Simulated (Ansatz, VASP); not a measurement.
## C: VASP beside Ansatz

Contents of INCAR:

```
PREC     = Accurate       # precision mode
ENCUT    = 520            # plane-wave cutoff, eV
EDIFF    = 1E-6           # SCF threshold, eV
ISMEAR   = 0              # smearing method
SIGMA    = 0.05           # smearing width, eV
LREAL    = False          # projectors in reciprocal space
LASPH    = True           # aspherical terms in the spheres
NELM     = 60             # most SCF steps
ALGO     = Normal         # electronic algorithm
ISIF     = 2              # what is computed and relaxed
LWAVE    = False          # write WAVECAR
LCHARG   = False          # write CHGCAR
NBANDS   = 26             # bands
```

KPOINTS

```
regular mesh
0
Gamma
  8 8 8
```

POSCAR

```
C
1.0
   -2.4103983070      2.4284762943      2.4284762943
    2.4103983070     -2.3923203197      2.3923203197
    2.4103983070      2.3923203197     -2.3923203197
C
8
Direct
    0.3254710870      0.0000000000      0.0000000000
    0.6745289130      0.6745289130      0.6745289130
    0.0000000000      0.3254710870      0.0000000000
    0.0000000000      0.0000000000      0.3254710870
    0.0000000000      0.6745289130      0.0000000000
    0.3254710870      0.3254710870      0.3254710870
    0.6745289130      0.0000000000      0.0000000000
    0.0000000000      0.0000000000      0.6745289130
```

Input for Ansatz:

```yaml
crystal:
  lattice:
    - [-2.410398307, 2.4284762943, 2.4284762943]
    - [2.410398307, -2.3923203197, 2.3923203197]
    - [2.410398307, 2.3923203197, -2.3923203197]
  atoms:
    - { symbol: C, position: [0.325471087, 0.0, 0.0] }
    - { symbol: C, position: [0.674528913, 0.674528913, 0.674528913] }
    - { symbol: C, position: [0.0, 0.325471087, 0.0] }
    - { symbol: C, position: [0.0, 0.0, 0.325471087] }
    - { symbol: C, position: [0.0, 0.674528913, 0.0] }
    - { symbol: C, position: [0.325471087, 0.325471087, 0.325471087] }
    - { symbol: C, position: [0.674528913, 0.0, 0.0] }
    - { symbol: C, position: [0.0, 0.0, 0.674528913] }
basis:
  ecutwfc: 420
kpoints:
  mp_grid: { grid: [8, 8, 8] }
hamiltonian:
  xc: lda
scf:
  occupations: { method: gaussian, width: 0.05 }
output:
  forces: true
  stress: true
  eigenvalues: true
```

Change from the starting cell: strain +0.0150 x Voigt [0, 0, 0, 1, 0, 0], atoms carried along.

Alike in both runs: task single point; functional LDA; k mesh 8 × 8 × 8; occupations gaussian, width 0.05 eV; no spin polarisation.

|  | VASP | Ansatz |
| --- | --- | --- |
| version | VASP 6.6.1 | Ansatz 0.2.0 |
| potentials or method | VASP PAW LDA potentials, release 64 (C), cutoff 520 eV | scalar-relativistic, plane waves, PAW |
| valence electrons in the cell | 32 | 32 |

|  | VASP | Ansatz | Ansatz less VASP |
| --- | --- | --- | --- |
| gap on the k mesh at the Fermi level (eV) | 2.91 | 2.91 | +0.008 |
| least direct gap on the mesh (eV) | 3.73 | 3.75 | +0.021 |
| pressure (GPa) | 1.1 | 0.0 | -1.08 |
| traceless stress, the component that is largest in VASP (GPa) | -4.43 | -4.45 | -0.021 |
| rms of the force components (eV/Å) | 0.036 | 0.022 | -0.0133 |

LDA's correlation is that of Perdew and Zunger in VASP and of Perdew and Wang (1992) in Ansatz. Atom by atom the forces differ by 0.029 eV/Å (rms over components).
